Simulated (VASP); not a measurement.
# HfC (Fm-3m) in VASP: notebook

The runs below take HfC through vibrations by perturbation theory, with LDA.

All numbers are computed with VASP 6.6.1; they aren't measurements. Logs are shortened: lines on timing, memory, paths and dates and some standing lists are left out, and cuts for length are marked.

## (1) The cell of the first run

The structure is cubic, space group Fm-3m (No. 225). The conventional cell has a = 4.473 Å, b = 4.473 Å, c = 4.473 Å, α = 90.00°, β = 90.00°, γ = 90.00°. Within 3.0 Å of Hf (site symmetry m-3m) lie 6 C at 2.24 Å. Within 3.0 Å of C (site symmetry m-3m) lie 6 Hf at 2.24 Å.

## (2) Vibrations by perturbation theory, LDA

The input, INCAR:

```
SYSTEM = HfC
PREC = Accurate
ENCUT = 520
EDIFF = 1E-8
ISMEAR = -1
SIGMA = 0.15
LREAL = .False.
LASPH = .True.
NELM = 60
ALGO = Normal
ISIF = 2
LWAVE = .False.
LCHARG = .False.
GGA = CA
IBRION = 8
NSW = 1
```

The input, KPOINTS:

```
Automatic mesh
0
Gamma
  16 16 16
  0 0 0
```

The input, POSCAR:

```
HfC
1.0
    0.0000000000      2.2365000000      2.2365000000
    2.2365000000      0.0000000000      2.2365000000
    2.2365000000      2.2365000000      0.0000000000
Hf C
1 1
Direct
    0.0000000000      0.0000000000      0.0000000000
    0.5000000000      0.5000000000      0.5000000000
```

Potentials or basis: VASP PAW LDA potentials, release 64 (Hf_pv, C).

On the command line:

```bash
cat potpaw_LDA.64/Hf_pv/POTCAR potpaw_LDA.64/C/POTCAR > POTCAR
mpirun -np 1 vasp_std > vasp.out
```

OUTCAR:

```text
SYSTEM = HfC
   PREC = Accurate
   ENCUT = 520
   EDIFF = 1E-8
   ISMEAR = -1
   LREAL = .False.
   LASPH = .True.
   NELM = 60
   ISIF = 2
   GGA = CA
   IBRION = 8
   NSW = 1

 ion  position               nearest neighbor table
   1  0.000  0.000  0.000-   2 2.24   2 2.24   2 2.24   2 2.24   2 2.24   2 2.24
   2  0.500  0.500  0.500-   1 2.24   1 2.24   1 2.24   1 2.24   1 2.24   1 2.24

  LATTYP: Found a face centered cubic cell.
 ALAT       =     4.4730000000

  Lattice vectors:

 A1 = (   0.0000000000,   2.2365000000,   2.2365000000)
 A2 = (   2.2365000000,   0.0000000000,   2.2365000000)
 A3 = (   2.2365000000,   2.2365000000,   0.0000000000)

Analysis of symmetry for initial positions (statically):
=====================================================================
 Subroutine PRICEL returns:
 Original cell was already a primitive cell.

 Routine SETGRP: Setting up the symmetry group for a
 face centered cubic supercell.

 Subroutine GETGRP returns: Found 48 space group operations
 (whereof 48 operations were pure point group operations)
 out of a pool of 48 trial point group operations.

The static configuration has the point symmetry O_h .

Analysis of symmetry for dynamics (positions and initial velocities):
=====================================================================
 Subroutine PRICEL returns:
 Original cell was already a primitive cell.

 Routine SETGRP: Setting up the symmetry group for a
 face centered cubic supercell.

 Subroutine GETGRP returns: Found 48 space group operations
 (whereof 48 operations were pure point group operations)
 out of a pool of 48 trial point group operations.

The dynamic configuration has the point symmetry O_h .

 Subroutine INISYM returns: Found 48 space group operations
 (whereof 48 operations are pure point group operations),
 and found     1 'primitive' translations

[... 496 lines left out ...]
  external PRESSURE =     210.2720974 kB  Pullay stress =       0.0000000 kB

 VOLUME and BASIS-vectors are now :
 -----------------------------------------------------------------------------
  energy-cutoff  :      520.00
  volume of cell :       22.37
      direct lattice vectors                 reciprocal lattice vectors
     0.000000000  2.236500000  2.236500000    -0.223563604  0.223563604  0.223563604
     2.236500000  0.000000000  2.236500000     0.223563604 -0.223563604  0.223563604
     2.236500000  2.236500000  0.000000000     0.223563604  0.223563604 -0.223563604

 POSITION                                       TOTAL-FORCE (eV/Angst)
 -----------------------------------------------------------------------------------
      0.00000      0.00000      0.00000        -0.000000     -0.000000      0.000000
      2.23650      2.23650      2.23650         0.000000      0.000000     -0.000000
 -----------------------------------------------------------------------------------
    total drift:                                0.000000     -0.000000     -0.000000

  FREE ENERGIE OF THE ION-ELECTRON SYSTEM (eV)
  ---------------------------------------------------
  free  energy   TOTEN  =       -22.8062995027 eV

  energy  without entropy=      -22.7844947613  energy(sigma->0) =      -22.79539713

[... ionic steps 2 to 3 ...]

--------------------------------------- Ionic step        4  -------------------------------------------

------------------------ aborting loop because EDIFF is reached ----------------------------------------

[... ionic steps 5 to 6 ...]

--------------------------------------- Ionic step        7  -------------------------------------------

 Free energy of the ion-electron system (eV)
  ---------------------------------------------------
  ---------------------------------------------------
  free energy    TOTEN  =        -0.12131091 eV

  energy without entropy =       -0.12131091

------------------------ aborting loop because EDIFF is reached ----------------------------------------

 INTERNAL STRAIN TENSOR  FOR ION    2  DIRECTION 1   (eV/Angst):
 -----------------------------------------------------------------------------
     0.00109  0.00000 -0.00000
    -0.00000 -0.00217  0.00000
     0.00000  0.00000 -0.00217

 INTERNAL STRAIN TENSOR FOR ION    2 for displacements in x,y,z  (eV/Angst):
          X           Y           Z          XY          YZ          ZX
  --------------------------------------------------------------------------------
  x     0.00000     0.00000     0.00000     0.00000     0.00000     0.00000
  y     0.00000     0.00000     0.00000     0.00000     0.00000     0.00000
  z     0.00000     0.00000     0.00000     0.00000     0.00000     0.00000

 SECOND DERIVATIVES (NOT SYMMETRIZED)
 ------------------------------------
               1X          1Y          1Z          2X          2Y          2Z
  1X   -11.436777    0.000000    0.000000   11.436777    0.000000    0.000000
  1Y     0.000000  -11.436777    0.000000    0.000000   11.436777    0.000000
  1Z     0.000000    0.000000  -11.436777    0.000000    0.000000   11.436777
  2X    11.436566    0.000000    0.000000  -11.436566    0.000000    0.000000
  2Y     0.000000   11.436566    0.000000    0.000000  -11.436566    0.000000
  2Z     0.000000    0.000000   11.436566    0.000000    0.000000  -11.436566

 Eigenvectors and eigenvalues of the dynamical matrix
 ----------------------------------------------------

   1 f  =   15.759807 THz    99.021789 2PiTHz  525.690582 cm-1    65.177296 meV
             X         Y         Z           dx          dy          dz
      0.000000  0.000000  0.000000    -0.251099    0.000000    0.000000
      2.236500  2.236500  2.236500     0.967961    0.000000    0.000000
[... 21 lines left out ...]
   6 f/i=    0.000035 THz     0.000222 2PiTHz    0.001181 cm-1     0.000146 meV
             X         Y         Z           dx          dy          dz
      0.000000  0.000000  0.000000     0.123016   -0.639877   -0.715803
      2.236500  2.236500  2.236500     0.031912   -0.165990   -0.185686

--------------------------------------------------------------------------------------------------------

 ELASTIC MODULI CONTR FROM IONIC RELAXATION (kBar)
 Direction    XX          YY          ZZ          XY          YZ          ZX
 --------------------------------------------------------------------------------
 XX           0.0000      0.0000      0.0000      0.0000      0.0000      0.0000
 YY           0.0000      0.0000      0.0000      0.0000      0.0000      0.0000
 ZZ           0.0000      0.0000      0.0000      0.0000      0.0000      0.0000
 XY           0.0000      0.0000      0.0000      0.0000      0.0000      0.0000
 YZ           0.0000      0.0000      0.0000      0.0000      0.0000      0.0000
 ZX           0.0000      0.0000      0.0000      0.0000      0.0000      0.0000
 --------------------------------------------------------------------------------
```

Run time: 1.7 min. Hardware: 1 thread of Intel Xeon Platinum 8559C (Emerald Rapids), shared host; peak memory 0.34 GiB.

Results:

```
Highest phonon frequency at Γ, LO-TO splitting left out : 526 cm⁻¹
```

Phonon frequencies in cm⁻¹ (negative: imaginary):
```csv
q point,frequencies
"(0.000, 0.000, 0.000)",0 0 0 526 526 526
```

Caveat: the cell wasn't relaxed at this level first, which shifts response properties; spin-orbit coupling is left out, which moves the levels of the heavy elements.

## (3) Vibrations by perturbation theory, LDA

This run uses another cell than the first one, of 11.95 Å³/atom, 1.068 times its volume.

The input, INCAR:

```
SYSTEM = HfC
PREC     = Accurate       ! precision mode
ENCUT    = 520            ! plane-wave cutoff, eV
EDIFF    = 1E-8           ! SCF threshold, eV
ISMEAR   = -1             ! smearing method
SIGMA    = 0.15           ! smearing width, eV
LREAL    = .False.        ! projectors in reciprocal space
LASPH    = .True.         ! aspherical terms in the spheres
NELM     = 60             ! most SCF steps
ALGO     = Normal         ! electronic algorithm
ISIF     = 2              ! what is computed and relaxed
LWAVE    = .False.        ! write WAVECAR
LCHARG   = .True.         ! write CHGCAR
NBANDS   = 14             ! bands
IBRION   = 8              ! ionic algorithm
NSW      = 1              ! ionic steps
```

KPOINTS is that of step 2.

The input, POSCAR:

```
HfC
1.0
    0.0000000000      2.2864000000      2.2864000000
    2.2864000000      0.0000000000      2.2864000000
    2.2864000000      2.2864000000      0.0000000000
Hf C
1 1
Direct
    0.0000000000      0.0000000000      0.0000000000
    0.5000000000      0.5000000000      0.5000000000
```

Potentials or basis: VASP PAW LDA potentials, release 64 (Hf_pv, C).

On the command line:

```bash
cat potpaw_LDA.64/Hf_pv/POTCAR potpaw_LDA.64/C/POTCAR > POTCAR
mpirun -np 1 vasp_std > vasp.out
```

OUTCAR:

```text
SYSTEM = HfC
   PREC = Accurate
   ENCUT = 520
   EDIFF = 1E-8
   ISMEAR = -1
   LREAL = .False.
   LASPH = .True.
   NELM = 60
   ISIF = 2
   IBRION = 8
   NSW = 1

 ion  position               nearest neighbor table
   1  0.000  0.000  0.000-   2 2.29   2 2.29   2 2.29   2 2.29   2 2.29   2 2.29
   2  0.500  0.500  0.500-   1 2.29   1 2.29   1 2.29   1 2.29   1 2.29   1 2.29

  LATTYP: Found a face centered cubic cell.
 ALAT       =     4.5728000000

  Lattice vectors:

 A1 = (   0.0000000000,   2.2864000000,   2.2864000000)
 A2 = (   2.2864000000,   0.0000000000,   2.2864000000)
 A3 = (   2.2864000000,   2.2864000000,   0.0000000000)

Analysis of symmetry for initial positions (statically):
=====================================================================
 Subroutine PRICEL returns:
 Original cell was already a primitive cell.

[... 636 lines left out ...]
------------------------ aborting loop because EDIFF is reached ----------------------------------------

 INTERNAL STRAIN TENSOR  FOR ION    2  DIRECTION 1   (eV/Angst):
 -----------------------------------------------------------------------------
    -0.00372  0.00000 -0.00000
    -0.00000  0.00048 -0.00000
     0.00000 -0.00000  0.00048

 INTERNAL STRAIN TENSOR FOR ION    2 for displacements in x,y,z  (eV/Angst):
          X           Y           Z          XY          YZ          ZX
  --------------------------------------------------------------------------------
  x     0.00000     0.00000     0.00000     0.00000     0.00000     0.00000
  y     0.00000     0.00000     0.00000     0.00000     0.00000     0.00000
  z     0.00000     0.00000     0.00000     0.00000     0.00000     0.00000

 SECOND DERIVATIVES (NOT SYMMETRIZED)
 ------------------------------------
               1X          1Y          1Z          2X          2Y          2Z
  1X    -8.882723    0.000000    0.000000    8.882723    0.000000    0.000000
  1Y     0.000000   -8.882723    0.000000    0.000000    8.882723    0.000000
  1Z     0.000000    0.000000   -8.882723    0.000000    0.000000    8.882723
  2X     8.880560    0.000000    0.000000   -8.880560    0.000000    0.000000
  2Y     0.000000    8.880560    0.000000    0.000000   -8.880560    0.000000
  2Z     0.000000    0.000000    8.880560    0.000000    0.000000   -8.880560

 Eigenvectors and eigenvalues of the dynamical matrix
 ----------------------------------------------------

   1 f  =   13.887573 THz    87.258193 2PiTHz  463.239562 cm-1    57.434360 meV
             X         Y         Z           dx          dy          dz
      0.000000  0.000000  0.000000     0.251125   -0.000000   -0.000000
      2.286400  2.286400  2.286400    -0.967955   -0.000000   -0.000000
[... 21 lines left out ...]
   6 f/i=    0.000411 THz     0.002583 2PiTHz    0.013712 cm-1     0.001700 meV
             X         Y         Z           dx          dy          dz
      0.000000  0.000000  0.000000    -0.815832    0.452539    0.257999
      2.286400  2.286400  2.286400    -0.211659    0.117406    0.066935

--------------------------------------------------------------------------------------------------------

 ELASTIC MODULI CONTR FROM IONIC RELAXATION (kBar)
 Direction    XX          YY          ZZ          XY          YZ          ZX
 --------------------------------------------------------------------------------
 XX           0.0000      0.0000      0.0000      0.0000      0.0000      0.0000
 YY           0.0000      0.0000      0.0000      0.0000      0.0000      0.0000
 ZZ           0.0000      0.0000      0.0000      0.0000      0.0000      0.0000
 XY           0.0000      0.0000      0.0000      0.0000      0.0000      0.0000
 YZ           0.0000      0.0000      0.0000      0.0000      0.0000      0.0000
 ZX           0.0000      0.0000      0.0000      0.0000      0.0000      0.0000
 --------------------------------------------------------------------------------
```

stdout:

```text
POSCAR found type information on POSCAR HfC
 POSCAR found :  2 types and       2 ions
 scaLAPACK will be used
 LDA part: xc-table for (Slater(with rela. corr.)+CA(PZ))
 , standard interpolation
 POSCAR, INCAR and KPOINTS ok, starting setup
 FFT: planning ... GRIDC
 FFT: planning ... GRID_SOFT
 FFT: planning ... GRID
 WAVECAR not read
 entering main loop
 Linear response reoptimize wavefunctions to high precision
 Linear response DOF=           2
 Linear response progress:
 first order change of Fermi-energy   0.54129E-05
 force on displaced ion       1 direction 1 :  -8.883   0.000   0.000
 Linear response progress:
 first order change of Fermi-energy   0.45520E-03
 force on displaced ion       2 direction 1 :  -8.881   0.000   0.000
 Linear response finished
```

It took 2 min on 1 thread of Intel Xeon Platinum 8559C (Emerald Rapids), shared host; peak memory 0.39 GiB.

What came out:

* Highest phonon frequency at Γ, LO-TO splitting left out: 463 cm⁻¹

Phonon frequencies in cm⁻¹ (negative: imaginary):
```csv
q point,frequencies
"(0.000, 0.000, 0.000)",0 0 0 463 463 463
```

Caveat: spin-orbit coupling is left out, which moves the levels of the heavy elements.
